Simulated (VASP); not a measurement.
# Cu (Im-3m) in VASP: a series of runs

Cu is run at these levels: PBE; tasks: single point.

Program: VASP 6.6.1. These are calculated values, not measurements. Logs are shortened: lines on timing, memory, paths and dates and some standing lists are left out, and cuts for length are marked.

## (1) The cell of the first run

The structure is cubic, space group Im-3m (No. 229). Conventional cell: a = 2.866 Å, b = 2.866 Å, c = 2.866 Å, α = 90.00°, β = 90.00°, γ = 90.00°. Cu (site symmetry m-3m) has 14 Cu at 2.48 to 2.87 Å within 3.3 Å.

## (2) Single point, PBE

Contents of INCAR:

```
SYSTEM = Cu
ALGO = Normal ; EDIFF = 1E-6
ENCUT = 520 ; GGA = PE
ISIF = 2 ; ISMEAR = -1
LASPH = .TRUE. ; LCHARG = .FALSE.
LREAL = .FALSE. ; LWAVE = .FALSE.
NBANDS = 12 ; NELM = 80
PREC = Accurate ; SIGMA = 0.06122561905347299
```

Contents of KPOINTS:

```
k-points
0
G
  53 53 53
  0 0 0
```

Contents of POSCAR:

```
Cu
1.0
   -1.4327770460      1.4327770460      1.4327770460
    1.4327770460     -1.4327770460      1.4327770460
    1.4327770460      1.4327770460     -1.4327770460
Cu
1
Direct
    0.0000000000      0.0000000000      0.0000000000
```

Potentials or basis: VASP PAW PBE potentials, release 64 (Cu).

The run is started by

```console
cat potpaw_PBE.64/Cu/POTCAR > POTCAR
mpirun -np 1 vasp_std > vasp.out
```

OUTCAR:

```text
SYSTEM = Cu
   EDIFF = 1E-6
   ENCUT = 520
   GGA = PE
   ISIF = 2
   ISMEAR = -1
   LASPH = .TRUE.
   LREAL = .FALSE.
   NELM = 80
   PREC = Accurate

 ion  position               nearest neighbor table
   1  0.000  0.000  0.000-

  LATTYP: Found a body centered cubic cell.
 ALAT       =     2.8655540920

  Lattice vectors:

 A1 = (  -1.4327770460,   1.4327770460,   1.4327770460)
 A2 = (   1.4327770460,  -1.4327770460,   1.4327770460)
 A3 = (   1.4327770460,   1.4327770460,  -1.4327770460)

Analysis of symmetry for initial positions (statically):
=====================================================================
 Subroutine PRICEL returns:
 Original cell was already a primitive cell.

 Routine SETGRP: Setting up the symmetry group for a
 body centered cubic supercell.

 Subroutine GETGRP returns: Found 48 space group operations
 (whereof 48 operations were pure point group operations)
 out of a pool of 48 trial point group operations.

The static configuration has the point symmetry O_h .

Analysis of symmetry for dynamics (positions and initial velocities):
=====================================================================
 Subroutine PRICEL returns:
 Original cell was already a primitive cell.

 Routine SETGRP: Setting up the symmetry group for a
 body centered cubic supercell.

 Subroutine GETGRP returns: Found 48 space group operations
 (whereof 48 operations were pure point group operations)
 out of a pool of 48 trial point group operations.

The dynamic configuration has the point symmetry O_h .

 Subroutine INISYM returns: Found 48 space group operations
 (whereof 48 operations are pure point group operations),
 and found     1 'primitive' translations

----------------------------------------------------------------------------------------

                                     Primitive cell

  volume of cell :      11.7651

  direct lattice vectors                    reciprocal lattice vectors
    -1.432777046  1.432777046  1.432777046     0.000000000  0.348972648  0.348972648
     1.432777046 -1.432777046  1.432777046     0.348972648  0.000000000  0.348972648
     1.432777046  1.432777046 -1.432777046     0.348972648  0.348972648  0.000000000

  length of vectors
     2.481642640  2.481642640  2.481642640     0.493521852  0.493521852  0.493521852

  position of ions in fractional coordinates (direct lattice)
     0.000000000  0.000000000  0.000000000
[... 81 lines left out ...]
   NFREE  =      0    steps in history (QN), initial steepest desc. (CG)
   ISIF   =      2    stress and relaxation
   ISYM   =      2    0-nonsym 1-usesym 2-fastsym
   POTIM  = 0.5000    time-step for ionic-motion
   TEBEG  =    0.0;   TEEND  =   0.0 temperature during run
   PSTRESS=    0.0 pullay stress
   NELECT =      11.0000    total number of electrons
   NUPDOWN=      -1.0000    fix difference up-down
   EMIN   =  10.00;   EMAX   =-10.00  energy-range for DOS
   EFERMI =   0.00;   METHOD = LEGACY
   ISMEAR =    -1;   SIGMA  =   0.06  broadening in eV -4-tet -1-fermi 0-gaus
   EFERMI_NEDOS =   21; number of points for ismear=-14 and -15
   IALGO  =     38    algorithm
   IMIX   =      4    mixing-type and parameters
     AMIX     =   0.40;   BMIX     =  1.00
     AMIX_MAG =   1.60;   BMIX_MAG =  1.00
  volume/ion in A,a.u.               =      11.77        79.39
  Fermi-wavevector in a.u.,A,eV,Ry     =   1.600812  3.025097 34.866296  2.562600
  Thomas-Fermi vector in A             =   2.697889
   LORBIT       =      0    0 simple, 1 ext, 2 COOP (PROOUT), +10 PAW based schemes
   GGA     = PE    functional components
   LHFCALC =     F    Hartree Fock is set to
   AEXX    =    0.0000 exact exchange contribution
   IVDW    =     0    specifies the selected vdW correction
   LEPSILON=     F    determine dielectric tensor
   LRPA    =     F    only Hartree local field effects (RPA)
 non-spin polarized calculation
  energy-cutoff  :      520.00
  volume of cell :       11.77
 maximum number of plane-waves:       331
   NGX =  9   NGY =  9   NGZ =  9

 number of electron      10.9999975 magnetization

 Free energy of the ion-electron system (eV)
  ---------------------------------------------------
  ext. energy  EPLUGINS =         0.00000000
  ---------------------------------------------------
  free energy    TOTEN  =        -3.69139132 eV

  energy without entropy =       -3.68762031  energy(sigma->0) =       -3.68950582

 E-fermi :   7.6318     XC(G=0): -12.7495

 val. band max:        7.6315013537   @ k =  -0.3019   0.4528   0.0943
 cond. band min:       7.6361778344   @ k =  -0.4528   0.4906   0.0566
 fundamental gap:      0.0046764807
 Fermi energy:         7.6318243313

 k-point     1 :       0.0000    0.0000    0.0000
  band No.  band energies     occupation
      1      -1.7412      2.00000
      2       4.5189      2.00000
      3       4.5189      2.00000
      4       4.5189      2.00000
      5       5.5356      2.00000
      6       5.5356      2.00000
      7      32.7326      0.00000
      8      32.7326      0.00000
      9      32.7326      0.00000
     10      36.1725      0.00000
     11      36.1725      0.00000
     12      36.1726      0.00000
[... 331 lines left out ...]
 k-point    24 :       0.4340    0.0000    0.0000
  band No.  band energies     occupation
      1       2.5125      2.00000
      2       3.8343      2.00000
      3       5.4691      2.00000
      4       5.6374      2.00000
      5       6.1838      2.00000
      6       6.2838      2.00000
      7      13.1705      0.00000
      8      25.3627      0.00000
      9      25.4954      0.00000
     10      29.1121      0.00000
     11      31.9856      0.00000
     12      41.3882      0.00000

 [... further k-points ...]

------------------------ aborting loop because EDIFF is reached ----------------------------------------

  FORCE on cell =-STRESS in cart. coord.  units (eV):
  Direction    XX          YY          ZZ          XY          YZ          ZX
  --------------------------------------------------------------------------------------
  -------------------------------------------------------------------------------------
  Total        0.2584616      0.2584616      0.2584616      0.0000000      0.0000000      0.0000000
  in kB       35.1974184     35.1974184     35.1974184      0.0000000      0.0000000      0.0000000
  external PRESSURE =      35.1974184 kB  Pullay stress =       0.0000000 kB

 VOLUME and BASIS-vectors are now :
 -----------------------------------------------------------------------------
  energy-cutoff  :      520.00
  volume of cell :       11.77
      direct lattice vectors                 reciprocal lattice vectors
    -1.432777046  1.432777046  1.432777046     0.000000000  0.348972648  0.348972648
     1.432777046 -1.432777046  1.432777046     0.348972648  0.000000000  0.348972648
     1.432777046  1.432777046 -1.432777046     0.348972648  0.348972648  0.000000000

 POSITION                                       TOTAL-FORCE (eV/Angst)
 -----------------------------------------------------------------------------------
      0.00000      0.00000      0.00000         0.000000      0.000000      0.000000
 -----------------------------------------------------------------------------------
    total drift:                                0.000000     -0.000000      0.000000

  FREE ENERGIE OF THE ION-ELECTRON SYSTEM (eV)
  ---------------------------------------------------
  free  energy   TOTEN  =        -3.6913913250 eV

  energy  without entropy=       -3.6876203140  energy(sigma->0) =       -3.68950582
```

OSZICAR:

```text
N       E                     dE             d eps       ncg     rms          rms(c)
DAV:   1     0.426888017169E+02    0.42689E+02   -0.54065E+03 97508   0.154E+03
DAV:   2    -0.326424028449E+01   -0.45953E+02   -0.42441E+02 90576   0.204E+02
DAV:   3    -0.458162201574E+01   -0.13174E+01   -0.13081E+01101316   0.395E+01
DAV:   4    -0.458966575853E+01   -0.80437E-02   -0.80426E-02 98732   0.275E+00
DAV:   5    -0.458974273058E+01   -0.76972E-04   -0.76972E-04101784   0.273E-01    0.759E+00
DAV:   6    -0.405503185269E+01    0.53471E+00   -0.13801E+01102500   0.709E+01    0.383E+00
DAV:   7    -0.370472545771E+01    0.35031E+00   -0.21944E+00103040   0.282E+01    0.623E-01
DAV:   8    -0.369246054203E+01    0.12265E-01   -0.49238E-03112612   0.739E-01    0.245E-01
DAV:   9    -0.369139122184E+01    0.10693E-02   -0.65436E-03110708   0.140E+00    0.309E-02
DAV:  10    -0.369139259773E+01   -0.13759E-05   -0.38616E-05130588   0.105E-01    0.924E-03
DAV:  11    -0.369139115014E+01    0.14476E-05   -0.15991E-06 75348   0.243E-02    0.248E-04
DAV:  12    -0.369139132499E+01   -0.17485E-06   -0.68119E-08 47668   0.306E-03
   1 F= -.36913913E+01 E0= -.36895058E+01  d E =-.377101E-02
```

Wall time 5.3 min (1 thread of Oxide Virtual Turin-like, shared host); peak memory 0.52 GiB.

Results:

```
Free energy : -3.6914 eV
Pressure    : 3.5 GPa
```

## (3) Single point, PBE

This run uses another cell than the first one, of 12.01 Å³/atom, 1.020 times its volume.

Contents of INCAR:

```
SYSTEM = Cu
PREC     = Accurate       ! precision mode
ENCUT    = 520            ! plane-wave cutoff, eV
EDIFF    = 1E-7           ! SCF threshold, eV
ISMEAR   = -1             ! smearing method
SIGMA    = 0.06122561905347299 ! smearing width, eV
LREAL    = .FALSE.        ! projectors in reciprocal space
LASPH    = .TRUE.         ! aspherical terms in the spheres
NELM     = 100            ! most SCF steps
ALGO     = Normal         ! electronic algorithm
ISIF     = 2              ! what is computed and relaxed
LWAVE    = .FALSE.        ! write WAVECAR
LCHARG   = .TRUE.         ! write CHGCAR
GGA      = PE             ! functional
LELF     = .TRUE.         ! ELF
LVHAR    = .TRUE.       
NBANDS   = 12             ! bands
```

Contents of KPOINTS:

```
Automatic mesh
0
G
  53 53 53
  0 0 0
```

Contents of POSCAR:

```
Cu
1.0
   -1.4424582657      1.4424582657      1.4424582657
    1.4424582657     -1.4424582657      1.4424582657
    1.4424582657      1.4424582657     -1.4424582657
Cu
1
Direct
    0.0000000000      0.0000000000      0.0000000000
```

Potentials or basis: VASP PAW PBE potentials, release 64 (Cu).

The run is started by

```console
cat potpaw_PBE.64/Cu/POTCAR > POTCAR
mpirun -np 1 vasp_std > vasp.out
```

It took 7.5 min on 1 thread of Oxide Virtual Turin-like, shared host; peak memory 0.54 GiB.

Results (log left out):

* Free energy: -3.6946 eV
* Pressure: 0.6 GPa

Levels at points of the mesh, in eV from the Fermi level:
| k point | band 2 | band 3 | band 4 | band 5 | band 6 | band 7 | band 8 | band 9 | band 10 | band 11 |
| --- | --- | --- | --- | --- | --- | --- | --- | --- | --- | --- |
| (0.00, 0.00, 0.00) | -3.05 | -3.05 | -3.05 | -2.06 | -2.06 | 24.90 | 24.90 | 24.90 | 28.07 | 28.07 |
